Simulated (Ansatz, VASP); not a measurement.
**AlNi3: VASP beside Ansatz**

```
Al Ni
1.0
     3.52305    0.00000    0.00000
     0.00000    3.52305    0.00000
     0.00000    0.00000    3.52305
Al Ni
1 3
Direct
  0.00000 0.00000 0.00000
  0.00000 0.50000 0.50000
  0.50000 0.00000 0.50000
  0.50000 0.50000 0.00000
```

Alike in both runs: task single point; functional LDA; k mesh 7 × 7 × 7; occupations fermi-dirac, width 0.15 eV; collinear spin.

```csv
,VASP,Ansatz
version,VASP 6.6.1,Ansatz 0.2.0
potentials or method,"VASP PAW LDA potentials, release 64 (Al, Ni)","plane waves, PAW"
plane-wave cutoff (eV),520,420
valence electrons in the cell,33,57
```

|  | VASP | Ansatz | Ansatz less VASP |
| --- | --- | --- | --- |
| gap on the k mesh at the Fermi level (eV) | none | none | - |
| pressure (GPa) | -6.7 | -7.0 | -0.33 |
| net moment per atom (μB) | 0.00 | 0.00 | 0.000 |

LDA's correlation is that of Perdew and Zunger in VASP and of Perdew and Wang (1992) in Ansatz. A gap of «none» marks a metal or a gap that the smearing closes. VASP's potentials hold 33 valence electrons a cell and Ansatz's 57, so a difference there can come from the potentials and not from the codes. Ansatz's warnings: seeded moment not kept.
